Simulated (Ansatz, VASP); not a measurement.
## One calculation of V, two programs

File INCAR:

```
SYSTEM = V
ALGO = Normal ; EDIFF = 1E-6
ENCUT = 520 ; GGA = PS
ISIF = 2 ; ISMEAR = -1
ISPIN = 2 ; LASPH = .TRUE.
LCHARG = .FALSE. ; LMAXMIX = 4
LORBIT = 11 ; LREAL = .FALSE.
LWAVE = .FALSE. ; MAGMOM = 2 2
NBANDS = 24 ; NELM = 150
PREC = Accurate ; SIGMA = 0.05
```

KPOINTS

```
k-points
0
G
  12 12 6
  0 0 0
```

The input POSCAR:

```
V
1.0
    2.5511303260      0.0000000000      0.0000000000
   -1.2755651630      2.2093436706      0.0000000000
    0.0000000000      0.0000000000      4.6269143324
V
2
Direct
    0.3333333333      0.6666666667      0.2500000000
    0.6666666667      0.3333333333      0.7500000000
```

Contents of input.yaml:

```yaml
crystal:
  lattice:
    - [2.551130326, 0.0, 0.0]
    - [-1.275565163, 2.2093436706, 0.0]
    - [0.0, 0.0, 4.6269143324]
  atoms:
    - { symbol: V, position: [0.3333333333, 0.6666666667, 0.25], spin: 2.0 }
    - { symbol: V, position: [0.6666666667, 0.3333333333, 0.75], spin: 2.0 }
hamiltonian:
  xc: pbesol
  pseudopotentials: { kind: paw }
magnetization:
  spin_polarized: true
kpoints:
  mp_grid: { grid: [12, 12, 6] }
scf:
  occupations: { method: fermi_dirac, width: 0.05 }
output:
  forces: true
  stress: true
  eigenvalues: true
```

Alike in both runs: task single point; functional PBEsol; k mesh 12 × 12 × 6; occupations fermi-dirac, width 0.05 eV; collinear spin.

|  | VASP | Ansatz |
| --- | --- | --- |
| version | VASP 6.6.1 | Ansatz 0.2.0 |
| potentials or method | VASP PAW PBE potentials, release 64 (V_sv) | Ansatz PAW |
| plane-wave cutoff (eV) | 520 | 420 |
| valence electrons in the cell | 26 | 26 |

```tsv
	VASP	Ansatz	Ansatz less VASP
gap on the k mesh at the Fermi level (eV)	none	none	-
pressure (GPa)	4.2	4.0	-0.22
traceless stress, the component that is largest in VASP (GPa)	-0.16	-0.18	-0.023
net moment per atom (μB)	0.00	0.00	0.000
```

VASP's potentials were made for PBE, not for PBEsol. A gap of «none» marks a metal or a gap that the smearing closes.
